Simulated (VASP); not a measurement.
# Ca2Sn2N (Pmm2) in VASP: single point with PBE

Aim: the single point of Ca2Sn2N with PBE.

All numbers are computed with VASP 6.6.1; they aren't measurements. Logs are shortened: lines on timing, memory, paths and dates and some standing lists are left out, and cuts for length are marked.

**1. The cell of the first run**

Symmetry: Pmm2, No. 25, orthorhombic system. Conventional cell: a = 3.387 Å, b = 6.703 Å, c = 5.161 Å, α = 90.00°, β = 90.00°, γ = 90.00°. Ca (site symmetry m) has 2 N at 2.36 Å and 1 Ca at 3.20 Å within 3.2 Å. Sn (site symmetry mm2) has 1 N at 2.14 Å within 2.8 Å. Sn (site symmetry mm2) has 4 Sn at 3.35 to 3.39 Å and 8 Ca at 3.52 to 3.58 Å and 4 N at 4.04 to 4.44 Å within 4.5 Å. N (site symmetry mm2) has 1 Sn at 2.14 Å and 4 Ca at 2.36 Å within 2.8 Å.

**2. Single point, PBE**

Contents of POSCAR:

```
Ca2Sn2N
1.0
    3.3868747674      0.0000000000      0.0000000000
    0.0000000000      6.7033582396      0.0000000000
    0.0000000000      0.0000000000      5.1611860567
Ca Sn N
2 2 1
Direct
    0.0000000000      0.7613400258      0.9599037525
    0.0000000000      0.2386599742      0.9599037525
    0.5000000000      0.0000000000      0.4730295773
    0.5000000000      0.5000000000      0.4511519776
    0.5000000000      0.0000000000      0.8870488202
```

Contents of INCAR.step1:

```
ALGO = Normal
EDIFF = 1E-6
ENCUT = 520
GGA = PE
ISIF = 2
ISMEAR = 0
LASPH = T
LCHARG = T
LREAL = F
LWAVE = F
NBANDS = 34
NELM = 80
PREC = Accurate
SIGMA = 0.1
```

Contents of KPOINTS.step1:

```
k-points
0
Gamma
  10 6 6
```

Contents of INCAR.step2:

```
ALGO = Normal
EDIFF = 1E-6
ENCUT = 520
GGA = PE
ICHARG = 11
ISIF = 2
ISMEAR = -5
LASPH = T
LCHARG = F
LORBIT = 11
LREAL = F
LWAVE = F
NEDOS = 1001
NELM = 80
PREC = Accurate
SIGMA = 0.1
```

Contents of KPOINTS.step2:

```
k-points
0
Gamma
  15 9 9
```

Potentials or basis: VASP PAW PBE potentials, release 64 (Ca_sv, Sn_d, N).

Run with:

```bash
> cat potpaw_PBE.64/Ca_sv/POTCAR potpaw_PBE.64/Sn_d/POTCAR potpaw_PBE.64/N/POTCAR > POTCAR
> cp INCAR.step1 INCAR
> cp KPOINTS.step1 KPOINTS
> mpirun -np 1 vasp_std > vasp.out
> cp INCAR.step2 INCAR
> cp KPOINTS.step2 KPOINTS
> mpirun -np 1 vasp_std > vasp.out
```

OUTCAR:

```text
EDIFF = 1E-6
   ENCUT = 520
   GGA = PE
   ICHARG = 11
   ISIF = 2
   ISMEAR = -5
   LASPH = T
   LORBIT = 11
   LREAL = F
   NELM = 80
   PREC = Accurate

 ion  position               nearest neighbor table
   1  0.000  0.761  0.960-   5 2.36   5 2.36   3 3.43   3 3.43
   2  0.000  0.239  0.960-   5 2.36   5 2.36   3 3.43   3 3.43
   3  0.500  0.000  0.473-   5 2.14   4 3.35   4 3.35   2 3.43   1 3.43   1 3.43   2 3.43
   4  0.500  0.500  0.451-   3 3.35   3 3.35
   5  0.500  0.000  0.887-   3 2.14   2 2.36   1 2.36   1 2.36   2 2.36

  LATTYP: Found a simple orthorhombic cell.
 ALAT       =     3.3868747674
 B/A-ratio  =     1.5238786230
 C/A-ratio  =     1.9792164458

  Lattice vectors:

 A1 = (  -3.3868747674,   0.0000000000,   0.0000000000)
 A2 = (   0.0000000000,   0.0000000000,   5.1611860567)
 A3 = (   0.0000000000,   6.7033582396,   0.0000000000)

Analysis of symmetry for initial positions (statically):
=====================================================================
 Subroutine PRICEL returns:
 Original cell was already a primitive cell.

 Routine SETGRP: Setting up the symmetry group for a
 simple orthorhombic supercell.

 Subroutine GETGRP returns: Found  4 space group operations
 (whereof  4 operations were pure point group operations)
 out of a pool of  8 trial point group operations.

The static configuration has the point symmetry C_2v.

Analysis of symmetry for dynamics (positions and initial velocities):
=====================================================================
 Subroutine PRICEL returns:
 Original cell was already a primitive cell.

 Routine SETGRP: Setting up the symmetry group for a
 simple orthorhombic supercell.

 Subroutine GETGRP returns: Found  4 space group operations
 (whereof  4 operations were pure point group operations)
 out of a pool of  8 trial point group operations.

The dynamic configuration has the point symmetry C_2v.

 Subroutine INISYM returns: Found  4 space group operations
 (whereof  4 operations are pure point group operations),
 and found     1 'primitive' translations

----------------------------------------------------------------------------------------

                                     Primitive cell

  volume of cell :     117.1767

  direct lattice vectors                    reciprocal lattice vectors
     3.386874767  0.000000000  0.000000000     0.295257448  0.000000000  0.000000000
     0.000000000  6.703358240  0.000000000     0.000000000  0.149178958  0.000000000
     0.000000000  0.000000000  5.161186057     0.000000000  0.000000000  0.193753914

  length of vectors
     3.386874767  6.703358240  5.161186057     0.295257448  0.149178958  0.193753914

  position of ions in fractional coordinates (direct lattice)
     0.000000000  0.761340026  0.959903752
     0.000000000  0.238659974  0.959903752
     0.500000000  0.000000000  0.473029577
     0.500000000  0.500000000  0.451151978
     0.500000000  0.000000000  0.887048820

  ion indices of the primitive-cell ions
   primitive index   ion index
                 1           1
                 2           2
                 3           3
                 4           4
                 5           5

----------------------------------------------------------------------------------------

 KPOINTS: k-points

Automatic generation of k-mesh.
 Grid dimensions read from file:
 generate k-points for:   15    9    9

 Generating k-lattice:

  Cartesian coordinates                     Fractional coordinates (reciprocal lattice)
     0.019683830  0.000000000  0.000000000     0.066666667  0.000000000  0.000000000
     0.000000000  0.016575440  0.000000000     0.000000000  0.111111111  0.000000000
     0.000000000  0.000000000  0.021528213     0.000000000  0.000000000  0.111111111

  Length of vectors
     0.019683830  0.016575440  0.021528213

  Shift w.r.t. Gamma in fractional coordinates (k-lattice)
     0.000000000  0.000000000  0.000000000

 TETIRR: Found   3598 inequivalent tetrahedra from     7290

 Subroutine IBZKPT returns following result:
 ===========================================

 Found    200 irreducible k-points:

 Following reciprocal coordinates:
            Coordinates               Weight
  0.000000  0.000000  0.000000      1.000000
  0.066667  0.000000  0.000000      2.000000
  0.133333  0.000000  0.000000      2.000000
  0.200000  0.000000  0.000000      2.000000
  0.266667  0.000000  0.000000      2.000000
  0.333333  0.000000  0.000000      2.000000
[... 16 lines left out ...]
  0.400000  0.222222  0.000000      4.000000
  0.466667  0.222222  0.000000      4.000000
 [... further k-points ...]
   k-points           NKPTS =    200   k-points in BZ     NKDIM =    200   number of bands    NBANDS=     31
   number of dos      NEDOS =   1001   number of ions     NIONS =      5
   total plane-waves  NPLWV =  56000
   dimension x,y,z NGX =    28 NGY =   50 NGZ =   40
   dimension x,y,z NGXF=    56 NGYF=  100 NGZF=   80
   ions per type =               2   2   1
   NGX,Y,Z   is equivalent  to a cutoff of  13.74, 12.40, 12.88 a.u.
   NGXF,Y,Z  is equivalent  to a cutoff of  27.49, 24.80, 25.77 a.u.
 SYSTEM =  unknown system
   PREC   = accura    normal or accurate (medium, high low for compatibility)
   ISTART =      0    job   : 0-new  1-cont  2-samecut
   ICHARG =     11    charge: 1-file 2-atom 10-const
   ISPIN  =      1    spin polarized calculation?
   LNONCOLLINEAR =      F non collinear calculations
   LSORBIT =      F    spin-orbit coupling
   LASPH  =      T    aspherical Exc in radial PAW
   ENCUT  =  520.0 eV  38.22 Ry    6.18 a.u.   6.30 12.46  9.60*2*pi/ulx,y,z
   NELM   =     80;   NELMIN=  2; NELMDL=  0     # of ELM steps
   EDIFF  = 0.1E-05   stopping-criterion for ELM
   LREAL  =      F    real-space projection
[... 7 lines left out ...]
   TEBEG  =    0.0;   TEEND  =   0.0 temperature during run
   PSTRESS=    0.0 pullay stress
   NELECT =      53.0000    total number of electrons
   NUPDOWN=      -1.0000    fix difference up-down
   EMIN   =  10.00;   EMAX   =-10.00  energy-range for DOS
   EFERMI =   0.00;   METHOD = LEGACY
   ISMEAR =    -5;   SIGMA  =   0.10  broadening in eV -4-tet -1-fermi 0-gaus
   EFERMI_NEDOS =   21; number of points for ismear=-14 and -15
   IALGO  =     38    algorithm
   IMIX   =      4    mixing-type and parameters
     AMIX     =   0.40;   BMIX     =  1.00
     AMIX_MAG =   1.60;   BMIX_MAG =  1.00
  volume/ion in A,a.u.               =      23.44       158.15
  Fermi-wavevector in a.u.,A,eV,Ry     =   1.256666  2.374754 21.486438  1.579209
  Thomas-Fermi vector in A             =   2.390363
   LORBIT       =     11    0 simple, 1 ext, 2 COOP (PROOUT), +10 PAW based schemes
   GGA     = PE    functional components
   LHFCALC =     F    Hartree Fock is set to
   AEXX    =    0.0000 exact exchange contribution
   IVDW    =     0    specifies the selected vdW correction
   LEPSILON=     F    determine dielectric tensor
   LRPA    =     F    only Hartree local field effects (RPA)
 non-spin polarized calculation
 Fermi weights with tetrahedron method with Bloechl corrections
  energy-cutoff  :      520.00
  volume of cell :      117.18
 maximum number of plane-waves:      3187
 NGX is ok and might be reduce to    28

 number of electron      53.0000008 magnetization

 Free energy of the ion-electron system (eV)
  ---------------------------------------------------
  ext. energy  EPLUGINS =         0.00000000
  ---------------------------------------------------
  free energy    TOTEN  =       -22.76427011 eV

  energy without entropy =      -22.76427011  energy(sigma->0) =      -22.76427011

 E-fermi :   5.4092     XC(G=0):  -9.7734

 val. band max:        5.4635253209   @ k =   0.2667   0.4444   0.2222
 cond. band min:       5.3821010821   @ k =   0.4667   0.2222   0.2222
 fundamental gap:     -0.0814242388
 Fermi energy:         5.4092221803

 k-point     1 :       0.0000    0.0000    0.0000
  band No.  band energies     occupation
      1     -34.9989      2.00000
      2     -34.9581      2.00000
      3     -16.3554      2.00000
      4     -16.1418      2.00000
      5     -16.1282      2.00000
      6     -15.9326      2.00000
[... 23 lines left out ...]
     30       9.5234      0.00000
     31       9.6241      0.00000

 k-point     2 :       0.0667    0.0000    0.0000
  band No.  band energies     occupation
      1     -34.9975      2.00000
      2     -34.9568      2.00000
      3     -16.3507      2.00000
      4     -16.1415      2.00000
      5     -16.1252      2.00000
      6     -15.9300      2.00000
[... 23 lines left out ...]
     30       8.9662      0.00000
     31       9.5601      0.00000

 k-point     3 :       0.1333    0.0000    0.0000
  band No.  band energies     occupation
      1     -34.9935      2.00000
      2     -34.9531      2.00000
      3     -16.3372      2.00000
      4     -16.1409      2.00000
      5     -16.1165      2.00000
      6     -15.9579      2.00000
[... 23 lines left out ...]
     30       8.7467      0.00000
     31       9.4642      0.00000

 k-point     4 :       0.2000    0.0000    0.0000
  band No.  band energies     occupation
      1     -34.9877      2.00000
      2     -34.9477      2.00000
      3     -16.3178      2.00000
      4     -16.1407      2.00000
      5     -16.1033      2.00000
      6     -16.0295      2.00000
[... 635 lines left out ...]
     30       8.2715      0.00000
     31       8.4841      0.00000

 k-point    23 :       0.4000    0.2222    0.0000
  band No.  band energies     occupation
      1     -34.9660      2.00000
      2     -34.9340      2.00000
      3     -16.2875      2.00000
      4     -16.1778      2.00000
      5     -16.1275      2.00000
      6     -16.1244      2.00000
[... 23 lines left out ...]
     30       8.0684      0.00000
     31       8.2173      0.00000

 k-point    24 :       0.4667    0.2222    0.0000
  band No.  band energies     occupation
      1     -34.9632      2.00000
      2     -34.9315      2.00000
      3     -16.3100      2.00000
      4     -16.1766      2.00000
      5     -16.1516      2.00000
      6     -16.1271      2.00000
[... 23 lines left out ...]
     30       7.8651      0.00000
     31       7.9596      0.00000

 [... further k-points ...]

------------------------ aborting loop because EDIFF is reached ----------------------------------------

  FORCE on cell =-STRESS in cart. coord.  units (eV):
  Direction    XX          YY          ZZ          XY          YZ          ZX
  --------------------------------------------------------------------------------------
  -------------------------------------------------------------------------------------
  Total       -0.0845036      0.0117441     -0.0099497      0.0000000      0.0000000      0.0000000
  in kB       -1.1554333      0.1605788     -0.1360439      0.0000000      0.0000000      0.0000000
  external PRESSURE =      -0.3769661 kB  Pullay stress =       0.0000000 kB

 VOLUME and BASIS-vectors are now :
 -----------------------------------------------------------------------------
  energy-cutoff  :      520.00
  volume of cell :      117.18
      direct lattice vectors                 reciprocal lattice vectors
     3.386874767  0.000000000  0.000000000     0.295257448  0.000000000  0.000000000
     0.000000000  6.703358240  0.000000000     0.000000000  0.149178958  0.000000000
     0.000000000  0.000000000  5.161186057     0.000000000  0.000000000  0.193753914

 POSITION                                       TOTAL-FORCE (eV/Angst)
 -----------------------------------------------------------------------------------
      0.00000      5.10353      4.95424         0.000000      0.012964      0.021323
      0.00000      1.59982      4.95424         0.000000     -0.012964      0.021323
      1.69344      0.00000      2.44139         0.000000      0.000000     -0.077917
      1.69344      3.35168      2.32848         0.000000      0.000000      0.018696
      1.69344      0.00000      4.57822         0.000000      0.000000      0.016575
 -----------------------------------------------------------------------------------
    total drift:                                0.000000     -0.000000     -0.001354

  FREE ENERGIE OF THE ION-ELECTRON SYSTEM (eV)
  ---------------------------------------------------
  free  energy   TOTEN  =       -22.7642701105 eV

  energy  without entropy=      -22.7642701105  energy(sigma->0) =      -22.76427011

 total charge

# of ion       s       p       d       tot
------------------------------------------
    1        2.047   5.854   0.307   8.208
    2        2.047   5.854   0.307   8.208
    3        1.204   1.027  10.011  12.242
    4        1.196   1.078   9.937  12.210
    5        1.264   2.383   0.000   3.646
--------------------------------------------------
tot          7.758  16.195  20.562  44.515
```

Run time: 8.3 min. Hardware: 1 thread of AMD EPYC 9R45 (Zen 5), shared host; peak memory 0.69 GiB.

Results:

| Property | Result |
| --- | --- |
| Valence electrons inside the program's atomic spheres | Ca 8.21; Sn 12.24, 12.21; N 3.65 |

Caveat: spin-orbit coupling is left out, which moves the levels of the heavy elements.
